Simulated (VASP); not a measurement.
# Si3N4 (P6_3/m) in VASP: single point with PBE

Aim: the single point of Si3N4 with PBE.

All numbers are computed with VASP 6.6.1; they aren't measurements. Logs are shortened: lines on timing, memory, paths and dates and some standing lists are left out, and cuts for length are marked.

## 1. The cell of the first run

Symmetry: P6_3/m, No. 176, hexagonal system. The conventional cell has a = 7.544 Å, b = 7.544 Å, c = 2.883 Å, α = 90.00°, β = 90.00°, γ = 120.00°. Si (site symmetry m) has 4 N at 1.72 Å within 2.3 Å. N (site symmetry m) has 3 Si at 1.72 Å within 2.3 Å. Within 2.3 Å of N (site symmetry -6) lie 3 Si at 1.72 Å.

## 2. Single point, PBE (10.15 Å³/atom)

The input, INCAR:

```
SYSTEM = Si3N4
PREC = Accurate
ENCUT = 520
EDIFF = 1E-6
ISMEAR = -1
SIGMA = 0.02
LREAL = .FALSE.
LASPH = .TRUE.
NELM = 100
ALGO = Normal
ISIF = 2
LWAVE = .FALSE.
LCHARG = .TRUE.
GGA = PE
LELF = .TRUE.
LVHAR = .TRUE.
NBANDS = 45
```

The input, KPOINTS:

```
regular mesh
0
G
  5 5 10
  0 0 0
```

The input, POSCAR:

```
Si3N4
1.0
    7.5440253097      0.0000000000      0.0000000000
   -3.7720126549      6.5333175650      0.0000000000
    0.0000000000      0.0000000000      2.8828208896
Si N
6 8
Direct
    0.7660032964      0.1723003401      0.3256288311
    0.5937029564      0.7660032964      0.8256288311
    0.8276996599      0.5937029564      0.3256288311
    0.2339967036      0.8276996599      0.8256288311
    0.4062970436      0.2339967036      0.3256288311
    0.1723003401      0.4062970436      0.8256288311
    0.0281433789      0.3293606127      0.3256284941
    0.6987827662      0.0281433789      0.8256284941
    0.6706393873      0.6987827662      0.3256284941
    0.9718566211      0.6706393873      0.8256284941
    0.3012172338      0.9718566211      0.3256284941
    0.3293606127      0.3012172338      0.8256284941
    0.3333333333      0.6666666667     -0.1743719754
    0.6666666667      0.3333333333      0.3256280246
```

Potentials or basis: VASP PAW PBE potentials, release 64 (Si, N).

Command:

```
$ cat potpaw_PBE.64/Si/POTCAR potpaw_PBE.64/N/POTCAR > POTCAR
$ mpirun -np 1 vasp_std > vasp.out
```

OUTCAR:

```text
SYSTEM = Si3N4
   PREC = Accurate
   ENCUT = 520
   EDIFF = 1E-6
   ISMEAR = -1
   LREAL = .FALSE.
   LASPH = .TRUE.
   NELM = 100
   ISIF = 2
   GGA = PE

 ion  position               nearest neighbor table
   1  0.766  0.172  0.326-  14 1.72   8 1.72   8 1.72   7 1.72   5 2.97   3 2.97   6 3.03   6 3.03
                             2 3.03   2 3.03
   2  0.594  0.766  0.826-  13 1.72   9 1.72   9 1.72   8 1.72   6 2.97   4 2.97   3 3.03   3 3.03
                             1 3.03   1 3.03
   3  0.828  0.594  0.326-  14 1.72  10 1.72  10 1.72   9 1.72   5 2.97   1 2.97   2 3.03   2 3.03
                             4 3.03   4 3.03
   4  0.234  0.828  0.826-  13 1.72  11 1.72  11 1.72  10 1.72   2 2.97   6 2.97   3 3.03   3 3.03
                             5 3.03   5 3.03
   5  0.406  0.234  0.326-  14 1.72  12 1.72  12 1.72  11 1.72   3 2.97   1 2.97   6 3.03   6 3.03
                             4 3.03   4 3.03
   6  0.172  0.406  0.826-  13 1.72   7 1.72   7 1.72  12 1.72   2 2.97   4 2.97   5 3.03   5 3.03
                             1 3.03   1 3.03
   7  0.028  0.329  0.326-   6 1.72   6 1.72   1 1.72
   8  0.699  0.028  0.826-   1 1.72   1 1.72   2 1.72
   9  0.671  0.699  0.326-   2 1.72   2 1.72   3 1.72
  10  0.972  0.671  0.826-   3 1.72   3 1.72   4 1.72
  11  0.301  0.972  0.326-   4 1.72   4 1.72   5 1.72
  12  0.329  0.301  0.826-   5 1.72   5 1.72   6 1.72
  13  0.333  0.667  0.826-   4 1.72   6 1.72   2 1.72
  14  0.667  0.333  0.326-   1 1.72   3 1.72   5 1.72

  LATTYP: Found a hexagonal cell.
 ALAT       =     7.5440253097
 C/A-ratio  =     0.3821329822

  Lattice vectors:

 A1 = (   7.5440253097,   0.0000000000,   0.0000000000)
 A2 = (  -3.7720126549,   6.5333175650,   0.0000000000)
 A3 = (   0.0000000000,   0.0000000000,   2.8828208896)

Analysis of symmetry for initial positions (statically):
=====================================================================
 Subroutine PRICEL returns:
 Original cell was already a primitive cell.

 Routine SETGRP: Setting up the symmetry group for a
 hexagonal supercell.

 Subroutine GETGRP returns: Found 12 space group operations
 (whereof  3 operations were pure point group operations)
 out of a pool of 24 trial point group operations.

The static configuration has the point symmetry C_3 .
 The point group associated with its full space group is C_6h.

Analysis of symmetry for dynamics (positions and initial velocities):
[... 145 lines left out ...]
   TEBEG  =    0.0;   TEEND  =   0.0 temperature during run
   PSTRESS=    0.0 pullay stress
   NELECT =      64.0000    total number of electrons
   NUPDOWN=      -1.0000    fix difference up-down
   EMIN   =  10.00;   EMAX   =-10.00  energy-range for DOS
   EFERMI =   0.00;   METHOD = LEGACY
   ISMEAR =    -1;   SIGMA  =   0.02  broadening in eV -4-tet -1-fermi 0-gaus
   EFERMI_NEDOS =   21; number of points for ismear=-14 and -15
   IALGO  =     38    algorithm
   IMIX   =      4    mixing-type and parameters
     AMIX     =   0.40;   BMIX     =  1.00
     AMIX_MAG =   1.60;   BMIX_MAG =  1.00
  volume/ion in A,a.u.               =      10.15        68.49
  Fermi-wavevector in a.u.,A,eV,Ry     =   1.254922  2.371458 21.426843  1.574829
  Thomas-Fermi vector in A             =   2.388703
   LORBIT       =      0    0 simple, 1 ext, 2 COOP (PROOUT), +10 PAW based schemes
   GGA     = PE    functional components
[... 5 lines left out ...]
 non-spin polarized calculation
  energy-cutoff  :      520.00
  volume of cell :      142.09
 maximum number of plane-waves:      3848
   NGX = 29   NGY = 29   NGZ = 11

 number of electron      64.0000008 magnetization

 Free energy of the ion-electron system (eV)
  ---------------------------------------------------
  ext. energy  EPLUGINS =         0.00000000
  ---------------------------------------------------
  free energy    TOTEN  =      -114.31030669 eV

  energy without entropy =     -114.31030669  energy(sigma->0) =     -114.31030669

 E-fermi :   7.4340     XC(G=0): -10.9177

 val. band max:        7.0194390001   @ k =   0.0000   0.0000   0.2000
 cond. band min:      11.4473741431   @ k =   0.0000   0.0000   0.0000
 fundamental gap:      4.4279351430
 Fermi energy:         7.4340089137

 k-point     1 :       0.0000    0.0000    0.0000
  band No.  band energies     occupation
      1     -11.3766      2.00000
      2      -9.8632      2.00000
      3      -9.8632      2.00000
      4      -9.2066      2.00000
      5      -9.0958      2.00000
      6      -9.0958      2.00000
[... 1117 lines left out ...]
     43      14.9262      0.00000
     44      15.2464      0.00000

 [... further k-points ...]

 [bands above 44 left out]

------------------------ aborting loop because EDIFF is reached ----------------------------------------

  FORCE on cell =-STRESS in cart. coord.  units (eV):
  Direction    XX          YY          ZZ          XY          YZ          ZX
  --------------------------------------------------------------------------------------
  -------------------------------------------------------------------------------------
  Total       10.1267208     10.1267208     10.5280386     -0.0000000      0.0000000     -0.0000000
  in kB      114.1891531    114.1891531    118.7144233     -0.0000003      0.0000000     -0.0000000
  external PRESSURE =     115.6975765 kB  Pullay stress =       0.0000000 kB

 VOLUME and BASIS-vectors are now :
 -----------------------------------------------------------------------------
  energy-cutoff  :      520.00
  volume of cell :      142.09
      direct lattice vectors                 reciprocal lattice vectors
     7.544025310  0.000000000  0.000000000     0.132555229  0.076530797  0.000000000
    -3.772012655  6.533317565  0.000000000     0.000000000  0.153061594  0.000000000
     0.000000000  0.000000000  2.882820890     0.000000000  0.000000000  0.346882459

 POSITION                                       TOTAL-FORCE (eV/Angst)
 -----------------------------------------------------------------------------------
      5.12883      1.12569      0.93873         0.007025      0.006511     -0.000000
      1.58954      5.00454      2.38014        -0.002126      0.009340     -0.000000
      4.00473      3.87885      0.93873        -0.009152      0.002828     -0.000000
     -1.35682      5.40762      2.38014        -0.007025     -0.006511     -0.000000
      2.18248      1.52877      0.93873         0.002126     -0.009340     -0.000000
     -0.23272      2.65447      2.38014         0.009152     -0.002828     -0.000000
     -1.03004      2.15182      0.93873        -0.006057     -0.006899     -0.000000
      5.16548      0.18387      2.38014         0.002946     -0.008695      0.000000
      2.42350      4.56537      0.93873         0.009003     -0.001796      0.000000
      4.80205      4.38150      2.38014         0.006057      0.006899      0.000000
     -1.39347      6.34945      0.93873        -0.002946      0.008695     -0.000000
      1.34851      1.96795      2.38014        -0.009003      0.001796      0.000000
     -0.00000      4.35555      2.38014         0.000000      0.000000     -0.000000
      3.77201      2.17777      0.93873         0.000000      0.000000      0.000000
 -----------------------------------------------------------------------------------
    total drift:                                0.000001     -0.000000      0.007686

  FREE ENERGIE OF THE ION-ELECTRON SYSTEM (eV)
  ---------------------------------------------------
  free  energy   TOTEN  =      -114.3103066923 eV

  energy  without entropy=     -114.3103066923  energy(sigma->0) =     -114.31030669
```

stdout:

```text
POSCAR found type information on POSCAR SiN
 POSCAR found :  2 types and      14 ions
 scaLAPACK will be used
 LDA part: xc-table for (Slater+PW92), standard interpolation
 POSCAR, INCAR and KPOINTS ok, starting setup
 FFT: planning ... GRIDC
 FFT: planning ... GRID_SOFT
 FFT: planning ... GRID
 WAVECAR not read
 entering main loop
```

It used 200 s of CPU time on 1 thread of Intel(R) Xeon(R) Platinum 8488C (Sapphire Rapids), on a shared host.

What came out:

- Free energy: -114.3103 eV
- Pressure: 11.6 GPa
- Largest force: 0.010 eV/Å
- Band gap on the k mesh: 4.43 eV (least direct gap 4.62 eV)

Forces in eV/Å, atoms in the order of the input:
```
Si   0.007  0.007  0.000
Si  -0.002  0.009  0.000
Si  -0.009  0.003  0.000
Si  -0.007 -0.007  0.000
Si   0.002 -0.009  0.000
Si   0.009 -0.003  0.000
N   -0.006 -0.007  0.000
N    0.003 -0.009  0.000
N    0.009 -0.002  0.000
N    0.006  0.007  0.000
N   -0.003  0.009  0.000
N   -0.009  0.002  0.000
N    0.000  0.000  0.000
N    0.000  0.000  0.000
```

Levels at points of the mesh, in eV from the valence-band top:
```
           k point  band 29  band 30  band 31  band 32  band 33  band 34  band 35  band 36
(0.00, 0.00, 0.00)    -1.31    -0.47    -0.37    -0.19     4.43     4.93     5.06     5.06
(0.00, 0.00, 0.50)    -1.65    -1.65    -1.41    -1.41     4.80     4.80     4.80     4.80
```

Caveat: the cell stands under pressure; an odd mesh through Γ misses points on the zone boundary, where band edges can lie.
